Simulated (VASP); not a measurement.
# Li16B (a cell with a defect) in VASP: single point with PBE

Aim: the single point of Li16B (a cell with a defect) with PBE.

Program: VASP 6.6.1. These are calculated values, not measurements. Logs are shortened: lines on timing, memory, paths and dates and some standing lists are left out, and cuts for length are marked.

### 1 The cell of the first run

The cell holds a defect, 17 atoms: a = 6.980 Å, b = 6.980 Å, c = 6.980 Å, α = 90.00°, β = 90.00°, γ = 90.00°.

### 2 Single point, PBE

INCAR reads:

```
PREC = Accurate ; ENCUT = 520
EDIFF = 1E-7 ; ISMEAR = 0
SIGMA = 0.05 ; LREAL = Auto
LASPH = True ; NELM = 100
ALGO = Normal ; ISIF = 2
LWAVE = False ; LCHARG = True
GGA = PE ; LELF = True
LVHAR = True ; NBANDS = 40
```

KPOINTS reads:

```
Automatic mesh
0
Gamma
  4 4 4
```

POSCAR reads:

```
Li16B
1.0
    6.9800000000      0.0000000000      0.0000000000
    0.0000000000      6.9800000000      0.0000000000
    0.0000000000      0.0000000000      6.9800000000
Li B
16 1
Direct
   -0.0084015759      0.0425050143      0.0152161891
    0.5122796562      0.0255914040     -0.0192128940
    0.0097385387      0.4580194842      0.0147565903
   -0.0075346705     -0.0461128940      0.4240809456
    0.2762931232      0.2404319484      0.2689030086
    0.4914242120      0.4753074499     -0.0197144699
    0.5107868195     -0.0269488539      0.5382286533
    0.7259792264      0.2611863897      0.2700418338
    0.0079974212      0.5458520057      0.4230525788
    0.2927961318      0.7593895415      0.2345234957
    0.2235590258      0.2397229226      0.7118762178
    0.4899438395      0.5277303725      0.5383578797
    0.7083676218      0.7412703438      0.2355959885
    0.7783147564      0.2605720630      0.7114858166
    0.2038326648      0.7578073066      0.8253691977
    0.7954047278      0.7423289398      0.8277237822
    0.0000941261      0.7500570201      0.1249482808
```

Potentials or basis: VASP PAW PBE potentials, release 64 (Li_sv, B).

Launch:

```console
$ cat potpaw_PBE.64/Li_sv/POTCAR potpaw_PBE.64/B/POTCAR > POTCAR
$ mpirun -np 1 vasp_std > vasp.out
```

OUTCAR:

```text
PREC = Accurate
   ENCUT = 520
   EDIFF = 1E-7
   ISMEAR = 0
   LREAL = Auto
   LASPH = True
   NELM = 100
   ISIF = 2
   GGA = PE

 ion  position               nearest neighbor table
   1  0.992  0.043  0.015-  17 2.18
   2  0.512  0.026  0.981-
   3  0.010  0.458  0.015-  17 2.18
   4  0.992  0.954  0.424-
   5  0.276  0.240  0.269-
   6  0.491  0.475  0.980-
   7  0.511  0.973  0.538-
   8  0.726  0.261  0.270-
   9  0.008  0.546  0.423-
  10  0.293  0.759  0.235-  17 2.18
  11  0.224  0.240  0.712-
  12  0.490  0.528  0.538-
  13  0.708  0.741  0.236-  17 2.18
  14  0.778  0.261  0.711-
  15  0.204  0.758  0.825-
  16  0.795  0.742  0.828-
  17  0.000  0.750  0.125-  13 2.18   3 2.18   1 2.18  10 2.18

  LATTYP: Found a simple cubic cell.
 ALAT       =     6.9800000000

  Lattice vectors:

 A1 = (   6.9800000000,   0.0000000000,   0.0000000000)
 A2 = (   0.0000000000,   6.9800000000,   0.0000000000)
 A3 = (   0.0000000000,   0.0000000000,   6.9800000000)

Analysis of symmetry for initial positions (statically):
=====================================================================
 Subroutine PRICEL returns:
 Original cell was already a primitive cell.

 Routine SETGRP: Setting up the symmetry group for a
 simple cubic supercell.

 Subroutine GETGRP returns: Found  1 space group operations
 (whereof  1 operations were pure point group operations)
 out of a pool of 48 trial point group operations.

The static configuration has the point symmetry C_1 .

Analysis of symmetry for dynamics (positions and initial velocities):
=====================================================================
 Subroutine PRICEL returns:
 Original cell was already a primitive cell.

 Routine SETGRP: Setting up the symmetry group for a
 simple cubic supercell.

 Subroutine GETGRP returns: Found  1 space group operations
 (whereof  1 operations were pure point group operations)
 out of a pool of 48 trial point group operations.

The dynamic configuration has the point symmetry C_1 .

 Subroutine INISYM returns: Found  1 space group operations
 (whereof  1 operations are pure point group operations),
 and found     1 'primitive' translations

----------------------------------------------------------------------------------------

                                     Primitive cell

  volume of cell :     340.0684

  direct lattice vectors                    reciprocal lattice vectors
     6.980000000  0.000000000  0.000000000     0.143266476  0.000000000  0.000000000
     0.000000000  6.980000000  0.000000000     0.000000000  0.143266476  0.000000000
     0.000000000  0.000000000  6.980000000     0.000000000  0.000000000  0.143266476

  length of vectors
     6.980000000  6.980000000  6.980000000     0.143266476  0.143266476  0.143266476

  position of ions in fractional coordinates (direct lattice)
     0.991598424  0.042505014  0.015216189
     0.512279656  0.025591404  0.980787106
     0.009738539  0.458019484  0.014756590
     0.992465329  0.953887106  0.424080946
     0.276293123  0.240431948  0.268903009
     0.491424212  0.475307450  0.980285530
[... 9 lines left out ...]
     0.795404728  0.742328940  0.827723782
     0.000094126  0.750057020  0.124948281

  ion indices of the primitive-cell ions
   primitive index   ion index
                 1           1
                 2           2
                 3           3
                 4           4
                 5           5
                 6           6
[... 9 lines left out ...]
                16          16
                17          17

----------------------------------------------------------------------------------------

 KPOINTS: Automatic mesh

Automatic generation of k-mesh.
 Grid dimensions read from file:
 generate k-points for:    4    4    4

 Generating k-lattice:

  Cartesian coordinates                     Fractional coordinates (reciprocal lattice)
     0.035816619  0.000000000  0.000000000     0.250000000  0.000000000  0.000000000
     0.000000000  0.035816619  0.000000000     0.000000000  0.250000000  0.000000000
     0.000000000  0.000000000  0.035816619     0.000000000  0.000000000  0.250000000

  Length of vectors
     0.035816619  0.035816619  0.035816619

  Shift w.r.t. Gamma in fractional coordinates (k-lattice)
     0.000000000  0.000000000  0.000000000

 Subroutine IBZKPT returns following result:
 ===========================================

 Found     36 irreducible k-points:

 Following reciprocal coordinates:
            Coordinates               Weight
  0.000000  0.000000  0.000000      1.000000
  0.250000  0.000000  0.000000      2.000000
  0.000000  0.250000  0.000000      2.000000
  0.000000  0.000000  0.250000      2.000000
  0.500000  0.000000  0.000000      1.000000
  0.000000  0.500000  0.000000      1.000000
[... 16 lines left out ...]
  0.250000  0.250000  0.250000      2.000000
 -0.250000  0.250000  0.250000      2.000000
 [... further k-points ...]
   k-points           NKPTS =     36   k-points in BZ     NKDIM =     36   number of bands    NBANDS=     40
   number of dos      NEDOS =    301   number of ions     NIONS =     17
   total plane-waves  NPLWV = 157464
   dimension x,y,z NGX =    54 NGY =   54 NGZ =   54
   dimension x,y,z NGXF=   108 NGYF=  108 NGZF=  108
   ions per type =              16   1
   NGX,Y,Z   is equivalent  to a cutoff of  12.86, 12.86, 12.86 a.u.
   NGXF,Y,Z  is equivalent  to a cutoff of  25.72, 25.72, 25.72 a.u.
 SYSTEM =  unknown system
   PREC   = accura    normal or accurate (medium, high low for compatibility)
   ISTART =      0    job   : 0-new  1-cont  2-samecut
   ICHARG =      2    charge: 1-file 2-atom 10-const
   ISPIN  =      1    spin polarized calculation?
   LNONCOLLINEAR =      F non collinear calculations
   LSORBIT =      F    spin-orbit coupling
   LASPH  =      T    aspherical Exc in radial PAW
   ENCUT  =  520.0 eV  38.22 Ry    6.18 a.u.  12.98 12.98 12.98*2*pi/ulx,y,z
   NELM   =    100;   NELMIN=  2; NELMDL= -5     # of ELM steps
   EDIFF  = 0.1E-06   stopping-criterion for ELM
   LREAL  =      T    real-space projection
   EDIFFG = 0.1E-05   stopping-criterion for IOM
   NSW    =      0    number of steps for IOM
   IBRION =     -1    ionic relax: 0-MD 1-quasi-New 2-CG
   NFREE  =      0    steps in history (QN), initial steepest desc. (CG)
   ISIF   =      2    stress and relaxation
   ISYM   =      2    0-nonsym 1-usesym 2-fastsym
   POTIM  = 0.5000    time-step for ionic-motion
   TEBEG  =    0.0;   TEEND  =   0.0 temperature during run
   PSTRESS=    0.0 pullay stress
   NELECT =      51.0000    total number of electrons
   NUPDOWN=      -1.0000    fix difference up-down
   EMIN   =  10.00;   EMAX   =-10.00  energy-range for DOS
   EFERMI =   0.00;   METHOD = LEGACY
   ISMEAR =     0;   SIGMA  =   0.05  broadening in eV -4-tet -1-fermi 0-gaus
   EFERMI_NEDOS =   21; number of points for ismear=-14 and -15
   IALGO  =     38    algorithm
   IMIX   =      4    mixing-type and parameters
     AMIX     =   0.40;   BMIX     =  1.00
     AMIX_MAG =   1.60;   BMIX_MAG =  1.00
  volume/ion in A,a.u.               =      20.00       134.99
  Fermi-wavevector in a.u.,A,eV,Ry     =   0.869780  1.643646 10.293044  0.756517
  Thomas-Fermi vector in A             =   1.988651
   LORBIT       =      0    0 simple, 1 ext, 2 COOP (PROOUT), +10 PAW based schemes
   GGA     = PE    functional components
   LHFCALC =     F    Hartree Fock is set to
   AEXX    =    0.0000 exact exchange contribution
   IVDW    =     0    specifies the selected vdW correction
   LEPSILON=     F    determine dielectric tensor
   LRPA    =     F    only Hartree local field effects (RPA)
 non-spin polarized calculation
 Gauss-broadening in eV      SIGMA  =   0.05
  energy-cutoff  :      520.00
  volume of cell :      340.07
 maximum number of plane-waves:      9183
 NGX is ok and might be reduce to    54
   NGX = 25   NGY = 25   NGZ = 25

 number of electron      50.9999979 magnetization

 Free energy of the ion-electron system (eV)
  ---------------------------------------------------
  ext. energy  EPLUGINS =         0.00000000
  ---------------------------------------------------
  free energy    TOTEN  =       -35.35770504 eV

  energy without entropy =      -35.34715369  energy(sigma->0) =      -35.35242937

 E-fermi :   0.5486     XC(G=0):  -7.0682

 val. band max:        0.5433655316   @ k =   0.5000   0.5000   0.0000
 cond. band min:       0.5748065858   @ k =   0.5000   0.0000   0.2500
 fundamental gap:      0.0314410543
 Fermi energy:         0.5486138976

 k-point     1 :       0.0000    0.0000    0.0000
  band No.  band energies     occupation
      1     -46.1611      2.00000
      2     -46.1550      2.00000
      3     -46.1547      2.00000
      4     -46.1530      2.00000
      5     -46.1112      2.00000
      6     -46.1057      2.00000
[... 29 lines left out ...]
     36       3.7422      0.00000
     37       3.8688      0.00000

 k-point     2 :       0.2500    0.0000    0.0000
  band No.  band energies     occupation
      1     -46.1610      2.00000
      2     -46.1551      2.00000
      3     -46.1547      2.00000
      4     -46.1529      2.00000
      5     -46.1108      2.00000
      6     -46.1064      2.00000
[... 29 lines left out ...]
     36       3.7419      0.00000
     37       3.7917      0.00000

 k-point     3 :       0.0000    0.2500    0.0000
  band No.  band energies     occupation
      1     -46.1610      2.00000
      2     -46.1550      2.00000
      3     -46.1548      2.00000
      4     -46.1529      2.00000
      5     -46.1108      2.00000
      6     -46.1063      2.00000
[... 29 lines left out ...]
     36       3.7418      0.00000
     37       3.7915      0.00000
[... 761 lines left out ...]
 k-point    23 :       0.2500    0.2500    0.2500
  band No.  band energies     occupation
      1     -46.1609      2.00000
      2     -46.1551      2.00000
      3     -46.1548      2.00000
      4     -46.1530      2.00000
      5     -46.1105      2.00000
      6     -46.1067      2.00000
[... 29 lines left out ...]
     36       3.4875      0.00000
     37       4.3800      0.00000

 k-point    24 :      -0.2500    0.2500    0.2500
  band No.  band energies     occupation
      1     -46.1609      2.00000
      2     -46.1551      2.00000
      3     -46.1548      2.00000
      4     -46.1530      2.00000
      5     -46.1105      2.00000
      6     -46.1067      2.00000
[... 29 lines left out ...]
     36       3.4861      0.00000
     37       4.3736      0.00000

 [... further k-points ...]

 [bands above 37 left out]

------------------------ aborting loop because EDIFF is reached ----------------------------------------

  FORCE on cell =-STRESS in cart. coord.  units (eV):
  Direction    XX          YY          ZZ          XY          YZ          ZX
  --------------------------------------------------------------------------------------
  -------------------------------------------------------------------------------------
  Total       -0.7290690     -0.7282608     -2.9550345     -0.0022353      0.0113266     -0.0175520
  in kB       -3.4348910     -3.4310832    -13.9221680     -0.0105315      0.0533635     -0.0826934
  external PRESSURE =      -6.9293807 kB  Pullay stress =       0.0000000 kB

 VOLUME and BASIS-vectors are now :
 -----------------------------------------------------------------------------
  energy-cutoff  :      520.00
  volume of cell :      340.07
      direct lattice vectors                 reciprocal lattice vectors
     6.980000000  0.000000000  0.000000000     0.143266476  0.000000000  0.000000000
     0.000000000  6.980000000  0.000000000     0.000000000  0.143266476  0.000000000
     0.000000000  0.000000000  6.980000000     0.000000000  0.000000000  0.143266476

 POSITION                                       TOTAL-FORCE (eV/Angst)
 -----------------------------------------------------------------------------------
      6.92136      0.29668      0.10621        -0.006546     -0.011142      0.010744
      3.57571      0.17863      6.84589        -0.000343      0.004803      0.012808
      0.06798      3.19698      0.10300         0.009300      0.007096      0.008417
      6.92741      6.65813      2.96009         0.007077     -0.003094      0.000703
      1.92853      1.67821      1.87694         0.003338     -0.008999     -0.008775
      3.43014      3.31765      6.84239        -0.014799     -0.007934      0.015307
[... 9 lines left out ...]
      5.55193      5.18146      5.77751         0.018724      0.001899     -0.013080
      0.00066      5.23540      0.87214         0.001091      0.000723      0.000995
 -----------------------------------------------------------------------------------
    total drift:                                0.000365     -0.002186      0.012598

  FREE ENERGIE OF THE ION-ELECTRON SYSTEM (eV)
  ---------------------------------------------------
  free  energy   TOTEN  =       -35.3577050435 eV

  energy  without entropy=      -35.3471536916  energy(sigma->0) =      -35.35242937
```

Run time: 14 min. Hardware: 1 thread of Intel Xeon 8259CL, shared host; peak memory 0.55 GiB.

What came out:

* Free energy: -35.3577 eV
* Largest force: 0.023 eV/Å
* Band gap on the k mesh: zero (an odd number of electrons rules out a gap without spin polarisation)

Forces on the atoms (eV/Å):
```
Li  -0.007 -0.011  0.011
Li   0.000  0.005  0.013
Li   0.009  0.007  0.008
Li   0.007 -0.003  0.001
Li   0.003 -0.009 -0.009
Li  -0.015 -0.008  0.015
Li   0.000  0.004  0.006
Li  -0.011  0.004 -0.020
Li   0.005  0.010  0.012
Li  -0.010  0.008 -0.013
Li   0.005  0.002 -0.010
Li   0.001 -0.004  0.005
Li  -0.003 -0.008 -0.006
Li  -0.004 -0.001 -0.008
Li  -0.002  0.003  0.007
Li   0.019  0.002 -0.013
B    0.001  0.001  0.001
```

Caveat: the cutoff is under 1.25 times the usual one of these potentials, so pressure, stress and relaxed cells hold a basis-set (Pulay) error.

The gap in the log of VASP goes by the Fermi energy; the results here count the filled bands.